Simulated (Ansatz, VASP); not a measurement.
One calculation of CuI3, two programs

Contents of INCAR:

```
ALGO = Normal ; EDIFF = 1E-6
ENCUT = 520 ; GGA = PE
ISIF = 2 ; ISMEAR = 0
ISPIN = 2 ; LASPH = True
LCHARG = False ; LDAU = True
LDAUJ = 0 0 ; LDAUL = 2 -1
LDAUPRINT = 1 ; LDAUTYPE = 2
LDAUU = 6 0 ; LMAXMIX = 4
LORBIT = 11 ; LREAL = False
LWAVE = False ; MAGMOM = 0.05 0 0 0
NBANDS = 28 ; NELM = 150
PREC = Accurate ; SIGMA = 0.05
```

Contents of KPOINTS:

```
k-points
0
Gamma
  6 6 6
```

File POSCAR:

```
CuI3
1.0
    5.4650365319      0.0000000000      0.0000000000
    0.0000000000      5.4650365319      0.0000000000
    0.0000000000      0.0000000000      5.4650365319
Cu I
1 3
Direct
    0.0000000000      0.0000000000      0.0000000000
    0.5000000000      0.0000000000      0.0000000000
    0.0000000000      0.0000000000      0.5000000000
    0.0000000000      0.5000000000      0.0000000000
```

Input for Ansatz:

```yaml
crystal:
  lattice:
    - [5.4650365319, 0.0, 0.0]
    - [0.0, 5.4650365319, 0.0]
    - [0.0, 0.0, 5.4650365319]
  atoms:
    - { symbol: Cu, position: [0.0, 0.0, 0.0], spin: 0.05 }
    - { symbol: I, position: [0.5, 0.0, 0.0] }
    - { symbol: I, position: [0.0, 0.0, 0.5] }
    - { symbol: I, position: [0.0, 0.5, 0.0] }
basis:
  ecutwfc: 420
  ecutrho_ratio: 4
kpoints:
  mp_grid: { grid: [6, 6, 6] }
hamiltonian:
  xc: pbe
  hubbard: { sites: [{ species: Cu, l: d, u_eff: 6.0 }] }
scf:
  occupations: { method: gaussian, width: 0.05 }
  lower_state_search: "off"
output:
  forces: true
  stress: true
  eigenvalues: true
  populations: true
  hubbard: { sites: [{ species: Cu, l: d }] }
  dos: { projected: true, de: 0.02 }
magnetization:
  spin_polarized: true
checkpoint:
  read: start.run
  write: ck
  compress: false
  write_wavefunctions: false
  write_every: 100000
```

Alike in both runs: task single point; functional PBE; k mesh 6 × 6 × 6; occupations gaussian, width 0.05 eV; collinear spin; Hubbard terms Cu d U = 6.0 eV.

|  | VASP | Ansatz |
| --- | --- | --- |
| version | VASP 6.6.1 | Ansatz 0.2.0 |
| potentials or method | VASP PAW PBE potentials, release 64 (Cu, I), cutoff 520 eV | scalar-relativistic, plane waves, PAW |
| valence electrons in the cell | 32 | 70 |

|  | VASP | Ansatz | Ansatz less VASP |
| --- | --- | --- | --- |
| pressure (GPa) | -0.2 | 0.1 | +0.35 |
| net moment per atom (μB) | 0.00 | 0.00 | 0.000 |

The programs project onto different local orbitals, so the same U acts differently, and such runs can settle in different states. VASP's potentials hold 32 valence electrons a cell and Ansatz's 70, so a difference there can come from the potentials and not from the codes. Ansatz's warnings: filled band counts differ across k points, seeded moment not kept.

Neither program's run includes spin-orbit coupling.
